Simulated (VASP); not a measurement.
# CO2 (Cmce) in VASP: a series of runs

Runs on CO2. Level: PBE+D3(BJ). Tasks: single point.

Program: VASP 6.6.1. These are calculated values, not measurements. Logs are shortened: lines on timing, memory, paths and dates and some standing lists are left out, and cuts for length are marked.

**1. The cell of the first run**

The structure is orthorhombic, space group Cmce (No. 64). Conventional cell: a = 5.272 Å, b = 4.775 Å, c = 6.587 Å, α = 90.00°, β = 90.00°, γ = 90.00°. Within 1.6 Å of C (site symmetry 2/m) lie 2 O at 1.17 Å. Within 1.6 Å of O (site symmetry m) lie 1 C at 1.17 Å.

**2. Single point, PBE+D3(BJ)**

File INCAR:

```
PREC = Accurate ; ENCUT = 520
EDIFF = 1E-6 ; ISMEAR = 0
SIGMA = 0.1 ; LREAL = F
LASPH = T ; NELM = 80
ALGO = Normal ; ISIF = 2
LWAVE = F ; LCHARG = F
GGA = PE ; IVDW = 12
NBANDS = 25
```

File KPOINTS:

```
Automatic mesh
0
Gamma
  6 6 4
```

File POSCAR:

```
CO2
1.0
    2.6359112300     -2.3873781200      0.0000000000
    2.6359112300      2.3873781200      0.0000000000
    0.0000000000      0.0000000000      6.5871749100
C O
2 4
Direct
    0.0000000000      0.0000000000      0.0000000000
    0.5000000000      0.5000000000      0.5000000000
    0.8065085700      0.1934914300      0.8918433900
    0.1934914300      0.8065085700      0.1081566100
    0.6934914300      0.3065085700      0.3918433900
    0.3065085700      0.6934914300      0.6081566100
```

Potentials or basis: VASP PAW PBE potentials, release 64 (C, O).

Command:

```
cat potpaw_PBE.64/C/POTCAR potpaw_PBE.64/O/POTCAR > POTCAR
mpirun -np 1 vasp_std > vasp.out
```

OUTCAR:

```text
PREC = Accurate
   ENCUT = 520
   EDIFF = 1E-6
   ISMEAR = 0
   LREAL = F
   LASPH = T
   NELM = 80
   ISIF = 2
   GGA = PE
   IVDW = 12
 IVDW          = 12

 ion  position               nearest neighbor table
   1  0.000  0.000  0.000-   3 1.17   4 1.17
   2  0.500  0.500  0.500-   5 1.17   6 1.17
   3  0.807  0.193  0.892-   1 1.17
   4  0.193  0.807  0.108-   1 1.17
   5  0.693  0.307  0.392-   2 1.17
   6  0.307  0.693  0.608-   2 1.17

  LATTYP: Found a base centered orthorhombic cell.
 ALAT       =     4.7747562400
 B/A-ratio  =     1.1041029521
 C/A-ratio  =     1.3795834968

  Lattice vectors:

 A1 = (  -2.6359112300,  -2.3873781200,   0.0000000000)
 A2 = (   2.6359112300,  -2.3873781200,   0.0000000000)
 A3 = (   0.0000000000,   0.0000000000,   6.5871749100)

Analysis of symmetry for initial positions (statically):
=====================================================================
 Subroutine PRICEL returns:
 Original cell was already a primitive cell.

 Routine SETGRP: Setting up the symmetry group for a
 base centered orthorhombic supercell.

 Subroutine GETGRP returns: Found  8 space group operations
 (whereof  4 operations were pure point group operations)
 out of a pool of  8 trial point group operations.

The static configuration has the point symmetry C_2h.
 The point group associated with its full space group is D_2h.

Analysis of symmetry for dynamics (positions and initial velocities):
=====================================================================
 Subroutine PRICEL returns:
 Original cell was already a primitive cell.

 Routine SETGRP: Setting up the symmetry group for a
 base centered orthorhombic supercell.

 Subroutine GETGRP returns: Found  8 space group operations
 (whereof  4 operations were pure point group operations)
 out of a pool of  8 trial point group operations.

The dynamic configuration has the point symmetry C_2h.
 The point group associated with its full space group is D_2h.

 Subroutine INISYM returns: Found  8 space group operations
 (whereof  4 operations are pure point group operations),
 and found     1 'primitive' translations

----------------------------------------------------------------------------------------

                                     Primitive cell

  volume of cell :      82.9051

  direct lattice vectors                    reciprocal lattice vectors
     2.635911230 -2.387378120  0.000000000     0.189687723 -0.209434775  0.000000000
     2.635911230  2.387378120  0.000000000     0.189687723  0.209434775  0.000000000
     0.000000000  0.000000000  6.587174910     0.000000000  0.000000000  0.151810148

  length of vectors
     3.556346763  3.556346763  6.587174910     0.282567439  0.282567439  0.151810148

  position of ions in fractional coordinates (direct lattice)
     0.000000000  0.000000000  0.000000000
     0.500000000  0.500000000  0.500000000
     0.806508570  0.193491430  0.891843390
     0.193491430  0.806508570  0.108156610
     0.693491430  0.306508570  0.391843390
     0.306508570  0.693491430  0.608156610

  ion indices of the primitive-cell ions
   primitive index   ion index
                 1           1
                 2           2
                 3           3
                 4           4
                 5           5
                 6           6

----------------------------------------------------------------------------------------

 KPOINTS: Automatic mesh

Automatic generation of k-mesh.
 Grid dimensions read from file:
 generate k-points for:    6    6    4

 Generating k-lattice:

  Cartesian coordinates                     Fractional coordinates (reciprocal lattice)
     0.031614621 -0.034905796  0.000000000     0.166666667 -0.000000000  0.000000000
     0.031614621  0.034905796  0.000000000    -0.000000000  0.166666667  0.000000000
     0.000000000  0.000000000  0.037952537     0.000000000  0.000000000  0.250000000

  Length of vectors
     0.047094573  0.047094573  0.037952537

  Shift w.r.t. Gamma in fractional coordinates (k-lattice)
     0.000000000  0.000000000  0.000000000

 Subroutine IBZKPT returns following result:
 ===========================================

 Found     39 irreducible k-points:

 Following reciprocal coordinates:
            Coordinates               Weight
  0.000000  0.000000  0.000000      1.000000
  0.166667 -0.000000  0.000000      4.000000
  0.333333  0.000000  0.000000      4.000000
  0.500000  0.000000  0.000000      2.000000
  0.166667  0.166667  0.000000      2.000000
  0.333333  0.166667  0.000000      4.000000
[... 16 lines left out ...]
  0.333333  0.333333  0.250000      4.000000
  0.500000  0.333333  0.250000      8.000000
 [... further k-points ...]
   k-points           NKPTS =     39   k-points in BZ     NKDIM =     39   number of bands    NBANDS=     25
   number of dos      NEDOS =    301   number of ions     NIONS =      6
   total plane-waves  NPLWV =  39200
   dimension x,y,z NGX =    28 NGY =   28 NGZ =   50
   dimension x,y,z NGXF=    56 NGYF=   56 NGZF=  100
   ions per type =               2   4
   NGX,Y,Z   is equivalent  to a cutoff of  13.09, 13.09, 12.62 a.u.
   NGXF,Y,Z  is equivalent  to a cutoff of  26.18, 26.18, 25.24 a.u.
 SYSTEM =  unknown system
   PREC   = accura    normal or accurate (medium, high low for compatibility)
   ISTART =      0    job   : 0-new  1-cont  2-samecut
   ICHARG =      2    charge: 1-file 2-atom 10-const
   ISPIN  =      1    spin polarized calculation?
   LNONCOLLINEAR =      F non collinear calculations
   LSORBIT =      F    spin-orbit coupling
   LASPH  =      T    aspherical Exc in radial PAW
   ENCUT  =  520.0 eV  38.22 Ry    6.18 a.u.   6.61  6.61 12.25*2*pi/ulx,y,z
   NELM   =     80;   NELMIN=  2; NELMDL= -5     # of ELM steps
   EDIFF  = 0.1E-05   stopping-criterion for ELM
   LREAL  =      F    real-space projection
[... 7 lines left out ...]
   TEBEG  =    0.0;   TEEND  =   0.0 temperature during run
   PSTRESS=    0.0 pullay stress
   NELECT =      32.0000    total number of electrons
   NUPDOWN=      -1.0000    fix difference up-down
   EMIN   =  10.00;   EMAX   =-10.00  energy-range for DOS
   EFERMI =   0.00;   METHOD = LEGACY
   ISMEAR =     0;   SIGMA  =   0.10  broadening in eV -4-tet -1-fermi 0-gaus
   EFERMI_NEDOS =   21; number of points for ismear=-14 and -15
   IALGO  =     38    algorithm
   IMIX   =      4    mixing-type and parameters
     AMIX     =   0.40;   BMIX     =  1.00
     AMIX_MAG =   1.60;   BMIX_MAG =  1.00
  volume/ion in A,a.u.               =      13.82        93.25
  Fermi-wavevector in a.u.,A,eV,Ry     =   1.191968  2.252492 19.330976  1.420787
  Thomas-Fermi vector in A             =   2.328017
   LORBIT       =      0    0 simple, 1 ext, 2 COOP (PROOUT), +10 PAW based schemes
   GGA     = PE    functional components
   LHFCALC =     F    Hartree Fock is set to
   AEXX    =    0.0000 exact exchange contribution
   IVDW    =    12    specifies the selected vdW correction
   LEPSILON=     F    determine dielectric tensor
   LRPA    =     F    only Hartree local field effects (RPA)
 non-spin polarized calculation
 Gauss-broadening in eV      SIGMA  =   0.10
  energy-cutoff  :      520.00
  volume of cell :       82.91
 maximum number of plane-waves:      2260
 NGX is ok and might be reduce to    28
   NGX = 13   NGY = 13   NGZ = 25

 number of electron      32.0000005 magnetization

 Free energy of the ion-electron system (eV)
  ---------------------------------------------------
  ext. energy  EPLUGINS =         0.00000000
  ---------------------------------------------------
  free energy    TOTEN  =       -45.95256989 eV

  energy without entropy =      -45.95256989  energy(sigma->0) =      -45.95256989

 E-fermi :  -2.6390     XC(G=0):  -8.1775

 val. band max:       -3.0737896024   @ k =   0.5000   0.5000   0.0000
 cond. band min:       3.5388322796   @ k =   0.0000   0.0000   0.0000
 fundamental gap:      6.6126218820
 Fermi energy:        -2.6390382064

 k-point     1 :       0.0000    0.0000    0.0000
  band No.  band energies     occupation
      1     -23.9585      2.00000
      2     -23.7909      2.00000
      3     -22.7556      2.00000
      4     -22.6747      2.00000
      5      -8.3408      2.00000
      6      -8.2691      2.00000
[... 17 lines left out ...]
     24      12.8563      0.00000
     25      13.1543      0.00000

 k-point     2 :       0.1667   -0.0000    0.0000
  band No.  band energies     occupation
      1     -23.9203      2.00000
      2     -23.7726      2.00000
      3     -22.7620      2.00000
      4     -22.6942      2.00000
      5      -8.5023      2.00000
      6      -8.2931      2.00000
[... 17 lines left out ...]
     24      12.0670      0.00000
     25      12.8502      0.00000

 k-point     3 :       0.3333    0.0000    0.0000
  band No.  band energies     occupation
      1     -23.8314      2.00000
      2     -23.7427      2.00000
      3     -22.7754      2.00000
      4     -22.7393      2.00000
      5      -8.6199      2.00000
      6      -8.3808      2.00000
[... 17 lines left out ...]
     24      10.8969      0.00000
     25      11.8980      0.00000

 k-point     4 :       0.5000    0.0000    0.0000
  band No.  band energies     occupation
      1     -23.7555      2.00000
      2     -23.7555      2.00000
      3     -22.7736      2.00000
      4     -22.7736      2.00000
      5      -8.5548      2.00000
      6      -8.5548      2.00000
[... 17 lines left out ...]
     24      10.6656      0.00000
     25      11.0271      0.00000

 k-point     5 :       0.1667    0.1667    0.0000
  band No.  band energies     occupation
      1     -23.8964      2.00000
      2     -23.7493      2.00000
      3     -22.7652      2.00000
      4     -22.7061      2.00000
      5      -8.4079      2.00000
      6      -8.4030      2.00000
[... 17 lines left out ...]
     24      12.7414      0.00000
     25      12.7629      0.00000

 k-point     6 :       0.3333    0.1667    0.0000
  band No.  band energies     occupation
      1     -23.8215      2.00000
      2     -23.7120      2.00000
      3     -22.7767      2.00000
      4     -22.7447      2.00000
      5      -8.5255      2.00000
      6      -8.5057      2.00000
[... 17 lines left out ...]
     24      11.3848      0.00000
     25      11.9512      0.00000
[... 393 lines left out ...]
 k-point    21 :      -0.3333    0.1667    0.2500
  band No.  band energies     occupation
      1     -23.7759      2.00000
      2     -23.7433      2.00000
      3     -22.7791      2.00000
      4     -22.7587      2.00000
      5      -8.5871      2.00000
      6      -8.3346      2.00000
[... 17 lines left out ...]
     24      11.0602      0.00000
     25      11.1773      0.00000

 k-point    22 :      -0.1667    0.1667    0.2500
  band No.  band energies     occupation
      1     -23.8571      2.00000
      2     -23.7774      2.00000
      3     -22.7619      2.00000
      4     -22.7233      2.00000
      5      -8.5746      2.00000
      6      -8.2657      2.00000
[... 17 lines left out ...]
     24      11.6122      0.00000
     25      12.0680      0.00000

 k-point    23 :       0.3333    0.3333    0.2500
  band No.  band energies     occupation
      1     -23.7548      2.00000
      2     -23.6812      2.00000
      3     -22.7819      2.00000
      4     -22.7706      2.00000
      5      -8.6649      2.00000
      6      -8.5455      2.00000
[... 17 lines left out ...]
     24      11.3447      0.00000
     25      11.5726      0.00000

 k-point    24 :       0.5000    0.3333    0.2500
  band No.  band energies     occupation
      1     -23.7121      2.00000
      2     -23.6632      2.00000
      3     -22.7916      2.00000
      4     -22.7895      2.00000
      5      -8.6951      2.00000
      6      -8.5001      2.00000
[... 17 lines left out ...]
     24      10.5278      0.00000
     25      11.0203      0.00000

 [... further k-points ...]

------------------------ aborting loop because EDIFF is reached ----------------------------------------

 Edisp (eV)   -0.45514

 E8    (eV) :    -0.1174

  FORCE on cell =-STRESS in cart. coord.  units (eV):
  Direction    XX          YY          ZZ          XY          YZ          ZX
  --------------------------------------------------------------------------------------
  -------------------------------------------------------------------------------------
  Total       0.53422     2.78293     1.74813     0.00000     0.00000     0.00000
  in kB      10.32413    53.78136    33.78332     0.00000     0.00000     0.00000
  external pressure =       32.63 kB  Pullay stress =        0.00 kB

 VOLUME and BASIS-vectors are now :
 -----------------------------------------------------------------------------
  energy-cutoff  :      520.00
  volume of cell :       82.91
      direct lattice vectors                 reciprocal lattice vectors
     2.635911230 -2.387378120  0.000000000     0.189687723 -0.209434775  0.000000000
     2.635911230  2.387378120  0.000000000     0.189687723  0.209434775  0.000000000
     0.000000000  0.000000000  6.587174910     0.000000000  0.000000000  0.151810148

 POSITION                                       TOTAL-FORCE (eV/Angst)
 -----------------------------------------------------------------------------------
      0.00000      0.00000      0.00000        -0.000000     -0.000000      0.000000
      2.63591      0.00000      3.29359         0.000000     -0.000000      0.000000
      2.63591     -1.46350      5.87473         0.000000      0.631801     -0.479895
      2.63591      1.46350      0.71245         0.000000     -0.631801      0.479895
      2.63591     -0.92387      2.58114         0.000000     -0.631801     -0.479895
      2.63591      0.92387      4.00603         0.000000      0.631801      0.479895
 -----------------------------------------------------------------------------------
    total drift:                                0.000000     -0.000000      0.000000

  FREE ENERGIE OF THE ION-ELECTRON SYSTEM (eV)
  ---------------------------------------------------
  free  energy   TOTEN  =       -46.4077055134 eV

  energy  without entropy=      -46.4077055134  energy(sigma->0) =      -46.40770551
```

Run time: 26 s. Hardware: 1 thread of Intel Xeon 6975P-C (Granite Rapids), shared host; peak memory 0.22 GiB.

What came out:

- Free energy: -46.4077 eV
- Pressure: 3.3 GPa
- Largest force: 0.793 eV/Å
- Band gap on the k mesh: 6.61 eV, indirect (least direct gap 7.17 eV)
- Dispersion energy per atom: -0.076 eV

Forces on the atoms (eV/Å):
```
C    0.000  0.000  0.000
C    0.000  0.000  0.000
O    0.000  0.632 -0.480
O    0.000 -0.632  0.480
O    0.000 -0.632 -0.480
O    0.000  0.632  0.480
```

**3. Single point, PBE+D3(BJ)**

This run uses another cell than the first one, of 15.79 Å³/atom, 1.143 times its volume.

File INCAR:

```
ALGO = Normal
EDIFF = 1E-6
ENCUT = 520
GGA = PE
ISIF = 2
ISMEAR = 0
IVDW = 12
LASPH = T
LCHARG = F
LREAL = F
LWAVE = F
NBANDS = 25
NELM = 80
PREC = Accurate
SIGMA = 0.02
```

File KPOINTS:

```
k-points
0
Gamma
  6 6 4
```

File POSCAR:

```
CO2
1.0
    2.7955699067     -2.5133408962      0.0000000000
    2.7955699067      2.5133408962      0.0000000000
    0.0000000000      0.0000000000      6.7430433132
C O
2 4
Direct
    0.0000000000      0.0000000000      0.0000000000
    0.5000000000      0.5000000000      0.5000000000
    0.8132775581      0.1867224419      0.8966187041
    0.1867224419      0.8132775581      0.1033812959
    0.6867224419      0.3132775581      0.3966187041
    0.3132775581      0.6867224419      0.6033812959
```

Potentials or basis: VASP PAW PBE potentials, release 64 (C, O).

Command:

```
cat potpaw_PBE.64/C/POTCAR potpaw_PBE.64/O/POTCAR > POTCAR
mpirun -np 1 vasp_std > vasp.out
```

Wall time 27 s (1 thread of Intel Xeon 6975P-C (Granite Rapids), shared host); peak memory 0.22 GiB.

Results (log left out):

| Property | Result |
| --- | --- |
| Free energy | -46.4523 eV |
| Pressure | 1.4 GPa |
| Largest force | 0.633 eV/Å |
| Band gap on the k mesh | 6.51 eV, indirect (least direct gap 6.91 eV) |
| Dispersion energy per atom | -0.064 eV |

Forces in eV/Å, atoms in the order of the input:
```
C    0.000  0.000  0.000
C    0.000  0.000  0.000
O    0.000  0.508 -0.377
O    0.000 -0.508  0.377
O    0.000 -0.508 -0.377
O    0.000  0.508  0.377
```

Stress tensor (GPa, compression positive):
```
-0.19  0.00  0.00
 0.00  2.95  0.00
 0.00  0.00  1.45
```

Levels at points of the mesh, in eV from the valence-band top:
| k point | band 13 | band 14 | band 15 | band 16 | band 17 | band 18 | band 19 | band 20 |
| --- | --- | --- | --- | --- | --- | --- | --- | --- |
| (0.00, 0.00, 0.00) | -0.76 | -0.70 | -0.49 | -0.39 | 6.51 | 7.40 | 7.89 | 7.96 |
| (0.50, 0.00, 0.00) | -0.54 | -0.54 | -0.22 | -0.22 | 7.77 | 7.77 | 8.51 | 8.51 |
| (0.50, 0.50, 0.00) | -0.74 | -0.43 | -0.22 | 0.00 | 7.92 | 8.76 | 8.80 | 8.88 |
| (0.00, 0.00, 0.50) | -0.63 | -0.63 | -0.54 | -0.54 | 7.56 | 7.56 | 7.67 | 7.67 |
| (0.50, 0.00, 0.50) | -0.59 | -0.59 | -0.19 | -0.19 | 7.83 | 7.83 | 8.56 | 8.56 |
| (0.50, 0.50, 0.50) | -0.49 | -0.49 | -0.21 | -0.21 | 8.37 | 8.37 | 8.78 | 8.78 |

A k mesh can miss the band edges.

**4. Single point, PBE+D3(BJ)**

This run uses another cell than the first one, of 15.79 Å³/atom, 1.143 times its volume.

File INCAR:

```
SYSTEM = CO2
ALGO = Normal ; EDIFF = 1E-6
ENCUT = 520 ; GGA = PE
ISIF = 2 ; ISMEAR = 0
IVDW = 12 ; LASPH = .True.
LCHARG = .False. ; LREAL = .False.
LWAVE = .False. ; NBANDS = 25
NELM = 60 ; PREC = Accurate
SIGMA = 0.01
```

File KPOINTS:

```
k-points
0
Gamma
  6 6 4
  0 0 0
```

POSCAR is that of step 3.

Command:

```
cat potpaw_PBE.64/C/POTCAR potpaw_PBE.64/O/POTCAR > POTCAR
mpirun -np 1 vasp_std > vasp.out
```

Wall time 27 s (1 thread of Intel Xeon 6975P-C (Granite Rapids), shared host); peak memory 0.23 GiB.

Results (log left out):

```
Free energy                : -46.4523 eV
Pressure                   : 1.4 GPa
Largest force              : 0.633 eV/Å
Band gap on the k mesh     : 6.51 eV, indirect (least direct gap 6.91 eV)
Dispersion energy per atom : -0.064 eV
```

Forces in eV/Å, atoms in the order of the input:
```
C    0.000  0.000  0.000
C    0.000  0.000  0.000
O    0.000  0.508 -0.377
O    0.000 -0.508  0.377
O    0.000 -0.508 -0.377
O    0.000  0.508  0.377
```

Stress tensor (GPa, compression positive):
```
-0.19  0.00  0.00
 0.00  2.95  0.00
 0.00  0.00  1.45
```

Levels at points of the mesh, in eV from the valence-band top:
```csv
k point,band 13,band 14,band 15,band 16,band 17,band 18,band 19,band 20
"(0.00, 0.00, 0.00)",-0.76,-0.70,-0.49,-0.39,6.51,7.40,7.89,7.96
"(0.50, 0.00, 0.00)",-0.54,-0.54,-0.22,-0.22,7.77,7.77,8.51,8.51
"(0.50, 0.50, 0.00)",-0.74,-0.43,-0.22,0.00,7.92,8.76,8.80,8.88
"(0.00, 0.00, 0.50)",-0.63,-0.63,-0.54,-0.54,7.56,7.56,7.67,7.67
"(0.50, 0.00, 0.50)",-0.59,-0.59,-0.19,-0.19,7.83,7.83,8.56,8.56
"(0.50, 0.50, 0.50)",-0.49,-0.49,-0.21,-0.21,8.37,8.37,8.78,8.78
```

A k mesh can miss the band edges.

**5. Summary**

```tsv
cell	smearing	gap on the mesh (eV)	pressure (GPa)	largest force (eV/Å)
a = 3.556, b = 3.556, c = 6.587 Å, angles 90.0, 90.0, 84.3°, 6 atoms	gaussian 0.1 eV	6.61	3.3	0.79
a = 3.759, b = 3.759, c = 6.743 Å, angles 90.0, 90.0, 83.9°, 6 atoms	gaussian 0.02 eV	6.51	1.4	0.63
a = 3.759, b = 3.759, c = 6.743 Å, angles 90.0, 90.0, 83.9°, 6 atoms	gaussian 0.01 eV	6.51	1.4	0.63
```

Alike in all rows: task single point; level PBE+D3(BJ); potentials or basis VASP PAW PBE potentials, release 64 (C, O); no spin polarisation; k mesh 6 × 6 × 4; cutoff (eV) 520.

Absolute energies hang on the potentials; compare differences alone.
